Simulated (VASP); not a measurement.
The system is Be7Te.

```
Be Te
1.0
     5.51526    0.00000    0.00000
    -2.75763    4.77635    0.00000
     0.00000    0.00000    4.31640
Be Te
7 1
Direct
  0.00841 0.50421 0.00000
  0.49579 0.99159 0.00000
  0.49579 0.50421 0.00000
  0.16971 0.83029 0.50000
  0.16971 0.33942 0.50000
  0.66058 0.83029 0.50000
  0.66667 0.33333 0.50000
  0.00000 0.00000 0.00000
```

| Quantity | Value |
| --- | --- |
| Program | VASP 6.6.1 |
| Task | relaxation of cell and atoms |
| Functional | PBE |
| Potentials or basis | VASP PAW PBE potentials, release 64 (Be, Te) |
| Cutoff | 600 eV |
| k mesh | 6 × 6 × 4 |
| Occupations | gaussian, width 0.1 eV |
| Spin | no spin polarisation |

At the start: pressure -13.9 GPa; volume 14.21 Å³/atom.

Q: How do energy, volume and symmetry change on relaxing?

A: Over 18 steps the energy falls by 254.3 meV/atom and the volume is 11.34 Å³/atom (-20.2 %); space group P-6m2 (No. 187, to 0.05 Å).

Step by step:
```csv
step,energy change (eV),largest force (eV/Å),pressure (GPa),volume (Å³)
1,0.0000,1.1167,-13.93,113.71
2,-1.4151,1.2933,-5.17,94.55
3,-1.5942,1.3345,1.92,86.96
4,-1.8388,0.7231,2.12,86.47
5,-1.9075,0.2897,2.92,86.05
6,-1.9081,0.2848,2.81,86.09
7,-1.9539,0.2512,-0.37,89.02
8,-1.9552,0.2479,-0.95,89.63
9,-1.9727,0.2242,-0.49,89.32
10,-2.0035,0.1288,1.13,88.40
11,-2.0069,0.0672,1.96,87.97
12,-2.0163,0.0359,1.53,88.57
13,-2.0264,0.0831,0.55,90.25
14,-2.0266,0.0648,0.67,90.03
15,-2.0299,0.0421,0.22,90.46
16,-2.0310,0.0647,-0.20,90.88
17,-2.0321,0.0532,-0.12,90.84
18,-2.0341,0.0209,0.07,90.73
```

Final structure:
```yaml
crystal:
  lattice:
    - [5.24566, 0.00000, 0.00000]
    - [-2.62283, 4.54287, 0.00000]
    - [0.00000, 0.00000, 3.80749]
  atoms:
    - { symbol: Be, position: [0.96509, 0.48254, 0.00000] }
    - { symbol: Be, position: [0.51746, 0.03491, 0.00000] }
    - { symbol: Be, position: [0.51746, 0.48254, 0.00000] }
    - { symbol: Be, position: [0.20240, 0.79760, 0.50000] }
    - { symbol: Be, position: [0.20240, 0.40481, 0.50000] }
    - { symbol: Be, position: [0.59519, 0.79760, 0.50000] }
    - { symbol: Be, position: [0.66667, 0.33333, 0.50000] }
    - { symbol: Te, position: [0.00000, 0.00000, 0.00000] }
```

Caveat: the k points lie up to 0.41 Å⁻¹ apart in the final cell; the volume moved by over 15 % at a fixed basis, so the end points are rough.
